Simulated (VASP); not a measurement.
# Mg (Pm-3m) in VASP: further runs

The runs below take Mg through single point, with PBE.

Program: VASP 6.6.1. These are calculated values, not measurements. Logs are shortened: lines on timing, memory, paths and dates and some standing lists are left out, and cuts for length are marked.

**1. The cell of the first run**

It takes space group Pm-3m (No. 221, cubic). Conventional cell: a = 2.282 Å, b = 2.282 Å, c = 2.282 Å, α = 90.00°, β = 90.00°, γ = 90.00°. Within 3.0 Å of Mg (site symmetry m-3m) lie 6 Mg at 2.28 Å.

**2. Single point, PBE (volume scaled by 0.43)**

The input, INCAR:

```
  ALGO = Normal
  EDIFF = 1E-6
  ENCUT = 520
  GGA = PE
  ISIF = 2
  ISMEAR = -1
  LASPH = True
  LCHARG = False
  LREAL = False
  LWAVE = False
  NBANDS = 7
  NELM = 80
  PREC = Accurate
  SIGMA = 0.1
```

The input, KPOINTS:

```
k-points
0
Gamma
  13 13 13
```

The input, POSCAR:

```
Mg
1.0
    2.2819660937      0.0000000000      0.0000000000
    0.0000000000      2.2819660937      0.0000000000
    0.0000000000      0.0000000000      2.2819660937
Mg
1
Direct
    0.0000000000      0.0000000000      0.0000000000
```

Potentials or basis: VASP PAW PBE potentials, release 64 (Mg).

Started as:

```bash
$ cat potpaw_PBE.64/Mg/POTCAR > POTCAR
$ mpirun -np 1 vasp_std > vasp.out
```

OUTCAR:

```text
EDIFF = 1E-6
   ENCUT = 520
   GGA = PE
   ISIF = 2
   ISMEAR = -1
   LASPH = True
   LREAL = False
   NELM = 80
   PREC = Accurate

 ion  position               nearest neighbor table
   1  0.000  0.000  0.000-

  LATTYP: Found a simple cubic cell.
 ALAT       =     2.2819660937

  Lattice vectors:

 A1 = (   2.2819660937,   0.0000000000,   0.0000000000)
 A2 = (   0.0000000000,   2.2819660937,   0.0000000000)
 A3 = (   0.0000000000,   0.0000000000,   2.2819660937)

Analysis of symmetry for initial positions (statically):
=====================================================================
 Subroutine PRICEL returns:
 Original cell was already a primitive cell.

 Routine SETGRP: Setting up the symmetry group for a
 simple cubic supercell.

 Subroutine GETGRP returns: Found 48 space group operations
 (whereof 48 operations were pure point group operations)
 out of a pool of 48 trial point group operations.

The static configuration has the point symmetry O_h .

Analysis of symmetry for dynamics (positions and initial velocities):
=====================================================================
 Subroutine PRICEL returns:
 Original cell was already a primitive cell.

 Routine SETGRP: Setting up the symmetry group for a
 simple cubic supercell.

 Subroutine GETGRP returns: Found 48 space group operations
 (whereof 48 operations were pure point group operations)
 out of a pool of 48 trial point group operations.

The dynamic configuration has the point symmetry O_h .

 Subroutine INISYM returns: Found 48 space group operations
 (whereof 48 operations are pure point group operations),
 and found     1 'primitive' translations

----------------------------------------------------------------------------------------

                                     Primitive cell

  volume of cell :      11.8830

  direct lattice vectors                    reciprocal lattice vectors
     2.281966094  0.000000000  0.000000000     0.438218606  0.000000000  0.000000000
     0.000000000  2.281966094  0.000000000     0.000000000  0.438218606  0.000000000
     0.000000000  0.000000000  2.281966094     0.000000000  0.000000000  0.438218606

  length of vectors
     2.281966094  2.281966094  2.281966094     0.438218606  0.438218606  0.438218606

  position of ions in fractional coordinates (direct lattice)
     0.000000000  0.000000000  0.000000000

  ion indices of the primitive-cell ions
   primitive index   ion index
                 1           1

----------------------------------------------------------------------------------------

 KPOINTS: k-points

Automatic generation of k-mesh.
 Grid dimensions read from file:
 generate k-points for:   13   13   13

 Generating k-lattice:

  Cartesian coordinates                     Fractional coordinates (reciprocal lattice)
     0.033709124  0.000000000  0.000000000     0.076923077  0.000000000  0.000000000
     0.000000000  0.033709124  0.000000000     0.000000000  0.076923077  0.000000000
     0.000000000  0.000000000  0.033709124     0.000000000  0.000000000  0.076923077

  Length of vectors
     0.033709124  0.033709124  0.033709124

  Shift w.r.t. Gamma in fractional coordinates (k-lattice)
     0.000000000  0.000000000  0.000000000

 Subroutine IBZKPT returns following result:
 ===========================================

 Found     84 irreducible k-points:

 Following reciprocal coordinates:
            Coordinates               Weight
  0.000000  0.000000  0.000000      1.000000
  0.076923  0.000000  0.000000      6.000000
  0.153846  0.000000  0.000000      6.000000
  0.230769  0.000000  0.000000      6.000000
  0.307692  0.000000  0.000000      6.000000
  0.384615  0.000000  0.000000      6.000000
[... 16 lines left out ...]
  0.307692  0.307692  0.000000     12.000000
  0.384615  0.307692  0.000000     24.000000
 [... further k-points ...]
   k-points           NKPTS =     84   k-points in BZ     NKDIM =     84   number of bands    NBANDS=      7
   number of dos      NEDOS =    301   number of ions     NIONS =      1
   total plane-waves  NPLWV =   5832
   dimension x,y,z NGX =    18 NGY =   18 NGZ =   18
   dimension x,y,z NGXF=    36 NGYF=   36 NGZF=   36
   ions per type =               1
   NGX,Y,Z   is equivalent  to a cutoff of  13.11, 13.11, 13.11 a.u.
   NGXF,Y,Z  is equivalent  to a cutoff of  26.23, 26.23, 26.23 a.u.
 SYSTEM =  unknown system
   PREC   = accura    normal or accurate (medium, high low for compatibility)
   ISTART =      0    job   : 0-new  1-cont  2-samecut
   ICHARG =      2    charge: 1-file 2-atom 10-const
   ISPIN  =      1    spin polarized calculation?
   LNONCOLLINEAR =      F non collinear calculations
   LSORBIT =      F    spin-orbit coupling
   LASPH  =      T    aspherical Exc in radial PAW
   ENCUT  =  520.0 eV  38.22 Ry    6.18 a.u.   4.24  4.24  4.24*2*pi/ulx,y,z
   NELM   =     80;   NELMIN=  2; NELMDL= -5     # of ELM steps
   EDIFF  = 0.1E-05   stopping-criterion for ELM
   LREAL  =      F    real-space projection
   EDIFFG = 0.1E-04   stopping-criterion for IOM
   NSW    =      0    number of steps for IOM
   IBRION =     -1    ionic relax: 0-MD 1-quasi-New 2-CG
   NFREE  =      0    steps in history (QN), initial steepest desc. (CG)
   ISIF   =      2    stress and relaxation
   ISYM   =      2    0-nonsym 1-usesym 2-fastsym
   POTIM  = 0.5000    time-step for ionic-motion
   TEBEG  =    0.0;   TEEND  =   0.0 temperature during run
   PSTRESS=    0.0 pullay stress
   NELECT =       2.0000    total number of electrons
   NUPDOWN=      -1.0000    fix difference up-down
   EMIN   =  10.00;   EMAX   =-10.00  energy-range for DOS
   EFERMI =   0.00;   METHOD = LEGACY
   ISMEAR =    -1;   SIGMA  =   0.10  broadening in eV -4-tet -1-fermi 0-gaus
   EFERMI_NEDOS =   21; number of points for ismear=-14 and -15
   IALGO  =     38    algorithm
   IMIX   =      4    mixing-type and parameters
     AMIX     =   0.40;   BMIX     =  1.00
     AMIX_MAG =   1.60;   BMIX_MAG =  1.00
  volume/ion in A,a.u.               =      11.88        80.19
  Fermi-wavevector in a.u.,A,eV,Ry     =   0.903876  1.708078 11.115855  0.816992
  Thomas-Fermi vector in A             =   2.027255
   LORBIT       =      0    0 simple, 1 ext, 2 COOP (PROOUT), +10 PAW based schemes
   GGA     = PE    functional components
   LHFCALC =     F    Hartree Fock is set to
   AEXX    =    0.0000 exact exchange contribution
   IVDW    =     0    specifies the selected vdW correction
   LEPSILON=     F    determine dielectric tensor
   LRPA    =     F    only Hartree local field effects (RPA)
 non-spin polarized calculation
  energy-cutoff  :      520.00
  volume of cell :       11.88
 maximum number of plane-waves:       341
 NGX is ok and might be reduce to    18
   NGX =  9   NGY =  9   NGZ =  9

 number of electron       2.0000000 magnetization

 Free energy of the ion-electron system (eV)
  ---------------------------------------------------
  ext. energy  EPLUGINS =         0.00000000
  ---------------------------------------------------
  free energy    TOTEN  =         1.19565035 eV

  energy without entropy =        1.20557475  energy(sigma->0) =        1.20061255

 E-fermi :   7.5956     XC(G=0): -10.8068

 val. band max:        7.5452805993   @ k =   0.3846   0.0000   0.0000
 cond. band min:       7.6982048209   @ k =   0.3846   0.0769   0.0000
 fundamental gap:      0.1529242216
 Fermi energy:         7.5955863637

 k-point     1 :       0.0000    0.0000    0.0000
  band No.  band energies     occupation
      1      -2.8928      2.00000
      2      18.6947      0.00000
      3      18.6947      0.00000
      4      24.6933      0.00000
      5      24.6933      0.00000
      6      24.6933      0.00000
      7      33.6114      0.00000

 k-point     2 :       0.0769    0.0000    0.0000
  band No.  band energies     occupation
      1      -2.7194      2.00000
      2      17.5563      0.00000
      3      18.8486      0.00000
      4      24.7830      0.00000
      5      24.7830      0.00000
      6      25.4966      0.00000
      7      34.3204      0.00000

 k-point     3 :       0.1538    0.0000    0.0000
  band No.  band energies     occupation
      1      -2.2026      2.00000
      2      15.2049      0.00000
      3      19.3050      0.00000
      4      25.0489      0.00000
      5      25.0489      0.00000
      6      26.9573      0.00000
      7      36.2958      0.00000

 k-point     4 :       0.2308    0.0000    0.0000
  band No.  band energies     occupation
      1      -1.3533      2.00000
      2      12.5765      0.00000
      3      20.0460      0.00000
      4      25.4792      0.00000
      5      25.4792      0.00000
      6      28.4372      0.00000
      7      37.1516      0.00000

 k-point     5 :       0.3077    0.0000    0.0000
  band No.  band energies     occupation
      1      -0.1893      2.00000
      2       9.9789      0.00000
      3      21.0260      0.00000
      4      26.0430      0.00000
      5      26.0430      0.00000
      6      29.8800      0.00000
      7      34.1330      0.00000
[... 161 lines left out ...]
 k-point    22 :       0.4615    0.2308    0.0000
  band No.  band energies     occupation
      1       4.1710      2.00000
      2       6.8881      1.99831
      3      17.7057      0.00000
      4      20.0462      0.00000
      5      28.4542      0.00000
      6      32.0061      0.00000
      7      32.2545      0.00000

 k-point    23 :       0.3077    0.3077    0.0000
  band No.  band energies     occupation
      1       2.3611      2.00000
      2      11.6058      0.00000
      3      13.2501      0.00000
      4      21.5618      0.00000
      5      27.8255      0.00000
      6      30.3265      0.00000
      7      33.7615      0.00000

 k-point    24 :       0.3846    0.3077    0.0000
  band No.  band energies     occupation
      1       3.7215      2.00000
      2       9.8691      0.00000
      3      13.7937      0.00000
      4      19.5950      0.00000
      5      28.6781      0.00000
      6      31.5133      0.00000
      7      32.8721      0.00000

 [... further k-points ...]
[... 5 lines left out ...]
  --------------------------------------------------------------------------------------
  -------------------------------------------------------------------------------------
  Total        6.8790544      6.8790544      6.8790544      0.0000000      0.0000000     -0.0000000
  in kB      927.4954042    927.4954042    927.4954042      0.0000000      0.0000000     -0.0000000
  external PRESSURE =     927.4954042 kB  Pullay stress =       0.0000000 kB

 VOLUME and BASIS-vectors are now :
 -----------------------------------------------------------------------------
  energy-cutoff  :      520.00
  volume of cell :       11.88
      direct lattice vectors                 reciprocal lattice vectors
     2.281966094  0.000000000  0.000000000     0.438218606  0.000000000  0.000000000
     0.000000000  2.281966094  0.000000000     0.000000000  0.438218606  0.000000000
     0.000000000  0.000000000  2.281966094     0.000000000  0.000000000  0.438218606

 POSITION                                       TOTAL-FORCE (eV/Angst)
 -----------------------------------------------------------------------------------
      0.00000      0.00000      0.00000         0.000000      0.000000      0.000000
 -----------------------------------------------------------------------------------
    total drift:                               -0.000000      0.000000      0.000000

  FREE ENERGIE OF THE ION-ELECTRON SYSTEM (eV)
  ---------------------------------------------------
  free  energy   TOTEN  =         1.1956503484 eV

  energy  without entropy=        1.2055747537  energy(sigma->0) =        1.20061255
```

Wall time 3.8 s (1 thread of Intel Xeon Platinum 8559C (Emerald Rapids), shared host); peak memory 0.11 GiB.

What came out:

| Quantity | Value |
| --- | --- |
| Free energy | 1.1957 eV |
| Pressure | 92.7 GPa |
| Band gap on the k mesh | zero (band 1 reaches 12.87 eV, above the bottom of band 2 at 5.44 eV) |

**3. Single point, PBE (volume scaled by 0.43)**

The input, INCAR:

```
SYSTEM = Mg
ALGO = Normal
EDIFF = 1E-6
ENCUT = 520
GGA = PE
ISIF = 2
ISMEAR = -1
LASPH = .True.
LCHARG = .False.
LREAL = .False.
LWAVE = .False.
NBANDS = 7
NELM = 60
PREC = Accurate
SIGMA = 0.1
```

The input, KPOINTS:

```
k-points
0
Gamma
  13 13 13
  0 0 0
```

POSCAR is that of step 2.

Potentials or basis: VASP PAW PBE potentials, release 64 (Mg).

Started as:

```bash
$ cat potpaw_PBE.64/Mg/POTCAR > POTCAR
$ mpirun -np 1 vasp_std > vasp.out
```

OUTCAR:

```text
SYSTEM = Mg
   EDIFF = 1E-6
   ENCUT = 520
   GGA = PE
   ISIF = 2
   ISMEAR = -1
   LASPH = .True.
   LREAL = .False.
   NELM = 60
   PREC = Accurate

 ion  position               nearest neighbor table
   1  0.000  0.000  0.000-

  LATTYP: Found a simple cubic cell.
 ALAT       =     2.2819660937

  Lattice vectors:

 A1 = (   2.2819660937,   0.0000000000,   0.0000000000)
 A2 = (   0.0000000000,   2.2819660937,   0.0000000000)
 A3 = (   0.0000000000,   0.0000000000,   2.2819660937)

Analysis of symmetry for initial positions (statically):
=====================================================================
 Subroutine PRICEL returns:
 Original cell was already a primitive cell.

 Routine SETGRP: Setting up the symmetry group for a
 simple cubic supercell.

 Subroutine GETGRP returns: Found 48 space group operations
 (whereof 48 operations were pure point group operations)
 out of a pool of 48 trial point group operations.

The static configuration has the point symmetry O_h .

Analysis of symmetry for dynamics (positions and initial velocities):
=====================================================================
[... 152 lines left out ...]
  free energy    TOTEN  =         1.19565035 eV

  energy without entropy =        1.20557475  energy(sigma->0) =        1.20061255

 E-fermi :   7.5956     XC(G=0): -10.8068

 val. band max:        7.5452805993   @ k =   0.3846   0.0000   0.0000
 cond. band min:       7.6982048209   @ k =   0.3846   0.0769   0.0000
 fundamental gap:      0.1529242216
 Fermi energy:         7.5955863637

 k-point     1 :       0.0000    0.0000    0.0000
  band No.  band energies     occupation
      1      -2.8928      2.00000
      2      18.6947      0.00000
      3      18.6947      0.00000
      4      24.6933      0.00000
      5      24.6933      0.00000
      6      24.6933      0.00000
      7      33.6114      0.00000
[... 221 lines left out ...]
 k-point    24 :       0.3846    0.3077    0.0000
  band No.  band energies     occupation
      1       3.7215      2.00000
      2       9.8691      0.00000
      3      13.7937      0.00000
      4      19.5950      0.00000
      5      28.6781      0.00000
      6      31.5133      0.00000
      7      32.8721      0.00000

 [... further k-points ...]
[... 5 lines left out ...]
  --------------------------------------------------------------------------------------
  -------------------------------------------------------------------------------------
  Total        6.8790544      6.8790544      6.8790544      0.0000000      0.0000000     -0.0000000
  in kB      927.4954042    927.4954042    927.4954042      0.0000000      0.0000000     -0.0000000
  external PRESSURE =     927.4954042 kB  Pullay stress =       0.0000000 kB

 VOLUME and BASIS-vectors are now :
 -----------------------------------------------------------------------------
  energy-cutoff  :      520.00
  volume of cell :       11.88
      direct lattice vectors                 reciprocal lattice vectors
     2.281966094  0.000000000  0.000000000     0.438218606  0.000000000  0.000000000
     0.000000000  2.281966094  0.000000000     0.000000000  0.438218606  0.000000000
     0.000000000  0.000000000  2.281966094     0.000000000  0.000000000  0.438218606

 POSITION                                       TOTAL-FORCE (eV/Angst)
 -----------------------------------------------------------------------------------
      0.00000      0.00000      0.00000         0.000000      0.000000      0.000000
 -----------------------------------------------------------------------------------
    total drift:                               -0.000000      0.000000      0.000000

  FREE ENERGIE OF THE ION-ELECTRON SYSTEM (eV)
  ---------------------------------------------------
  free  energy   TOTEN  =         1.1956503484 eV

  energy  without entropy=        1.2055747537  energy(sigma->0) =        1.20061255
```

OSZICAR:

```text
N       E                     dE             d eps       ncg     rms          rms(c)
DAV:   1     0.196386286940E+01    0.19639E+01   -0.97814E+02  1316   0.210E+02
DAV:   2     0.112019626200E+01   -0.84367E+00   -0.82462E+00  1659   0.145E+01
DAV:   3     0.111812592793E+01   -0.20703E-02   -0.20699E-02  1421   0.788E-01
DAV:   4     0.111812350202E+01   -0.24259E-05   -0.24268E-05  1687   0.169E-02
DAV:   5     0.111812349009E+01   -0.11927E-07   -0.11197E-07  1400   0.642E-04    0.932E-01
DAV:   6     0.116516474373E+01    0.47041E-01   -0.14642E-03  1400   0.179E-01    0.587E-01
DAV:   7     0.119557449304E+01    0.30410E-01   -0.53082E-03  1330   0.318E-01    0.250E-02
DAV:   8     0.119564878880E+01    0.74296E-04   -0.64208E-05  1561   0.406E-02    0.798E-03
DAV:   9     0.119565023086E+01    0.14421E-05   -0.25957E-06  1568   0.657E-03    0.153E-03
DAV:  10     0.119565034841E+01    0.11756E-06   -0.12391E-07   952   0.195E-03
   1 F= 0.11956503E+01 E0= 0.12006126E+01  d E =-.992441E-02
```

stdout:

```text
POSCAR found type information on POSCAR Mg
 POSCAR found :  1 types and       1 ions
 scaLAPACK will be used
 LDA part: xc-table for (Slater+PW92), standard interpolation
 POSCAR, INCAR and KPOINTS ok, starting setup
 FFT: planning ... GRIDC
 FFT: planning ... GRID_SOFT
 FFT: planning ... GRID
 WAVECAR not read
 entering main loop
```

Run time: 3.8 s. Hardware: 1 thread of Intel Xeon Platinum 8559C (Emerald Rapids), shared host; peak memory 0.12 GiB.

Results:

```
Free energy            : 1.1957 eV
Pressure               : 92.7 GPa
Band gap on the k mesh : zero (band 1 reaches 12.87 eV, above the bottom of band 2 at 5.44 eV)
```

Levels at points of the mesh, in eV from the Fermi level:
| k point | band 1 | band 2 | band 3 | band 4 | band 5 | band 6 |
| --- | --- | --- | --- | --- | --- | --- |
| (0.00, 0.00, 0.00) | -10.49 | 11.10 | 11.10 | 17.10 | 17.10 | 17.10 |
